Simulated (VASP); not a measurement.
# Be: single point with PBEsol

The system is Be.

```
CELL_PARAMETERS angstrom
2.26996 0.00000 0.00000
-1.13498 1.96584 0.00000
0.00000 0.00000 3.56014
ATOMIC_POSITIONS crystal
Be 0.66667 0.33333 0.75000
Be 0.33333 0.66667 0.25000
```

```yaml
Program: VASP 6.6.1
Task: single point
Functional: PBEsol
Potentials_or_basis: VASP PAW PBE potentials, release 64 (Be)
Cutoff: 520 eV
k_mesh: 13 × 13 × 8
Occupations: fermi-dirac, width 0.05 eV
Spin: no spin polarisation
```

The pressure is -1.2 GPa and the band gap on the k mesh is zero (bands 2 and 3 overlap by 1.62 eV).

Stress tensor (GPa, compression positive):
```
-1.01  0.00  0.00
 0.00 -1.01  0.00
 0.00  0.00 -1.46
```

Levels at points of the mesh, in eV from the Fermi level:
```tsv
k point	band 1	band 2	band 3	band 4	band 5
(0.00, 0.00, 0.00)	-11.15	-4.24	1.35	16.02	16.02
(0.00, 0.00, 0.50)	-8.98	-8.98	10.96	10.96	17.68
```

It took 18 s on 1 thread of Intel Xeon 8259CL, with other jobs on the host, peak memory 0.13 GiB.

Caveat: the PAW data sets were made with another functional, which shifts forces and pressure a little.
